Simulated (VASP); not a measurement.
A run of VASP 6.6.1 is set up as follows.

File POSCAR:

```
Al
1.0
    0.0000000000      2.0149839633      2.0149839633
    2.0149839633      0.0000000000      2.0149839633
    2.0149839633      2.0149839633      0.0000000000
Al
1
Direct
    0.0000000000      0.0000000000      0.0000000000
```

Contents of INCAR.step1:

```
PREC = Accurate
ENCUT = 600
ISMEAR = 0
SIGMA = 0.1
LREAL = F
LASPH = T
NELM = 80
GGA = PE
ALGO = Normal
EDIFF = 1E-4
LWAVE = T
LCHARG = F
```

INCAR.step2

```
PREC = Accurate
ENCUT = 600
EDIFF = 1E-6
ISMEAR = 0
SIGMA = 0.1
LREAL = F
LASPH = T
NELM = 80
ALGO = Normal
ISIF = 3
LWAVE = F
LCHARG = F
METAGGA = R2SCAN
LMIXTAU = T
IBRION = 2
NSW = 70
EDIFFG = -0.008
PSTRESS = -30.0
ISTART = 1
```

File KPOINTS:

```
Automatic mesh
0
Gamma
  18 18 18
```

Potentials or basis: VASP PAW PBE potentials, release 64 (Al).

Launch:

```sh
$ cat potpaw_PBE.64/Al/POTCAR > POTCAR
$ cp INCAR.step1 INCAR
$ mpirun -np 1 vasp_std > vasp.out
$ cp INCAR.step2 INCAR
$ mpirun -np 1 vasp_std > vasp.out
```

**Question.** Predict the relaxed cell.

**Answer.** a = 2.853 Å, b = 2.853 Å, c = 2.853 Å, α = 60.00°, β = 60.00°, γ = 60.00°.

**Question.** Estimate the relaxed volume.

**Answer.** 16.43 Å³/atom.

**Question.** Predict the space group after relaxing (to 0.05 Å).

**Answer.** Fm-3m (No. 225).

Final structure:
```xyz
1
Lattice="0.0000 2.0176 2.0176 2.0176 0.0000 2.0176 2.0176 2.0176 0.0000" Properties=species:S:1:pos:R:3 pbc="T T T"
Al    0.0000    0.0000    0.0000
```

Caveat: the cell is relaxed towards a set pressure, so the enthalpy falls and the energy may rise; the PAW data sets were made with another functional, which shifts forces and pressure a little.
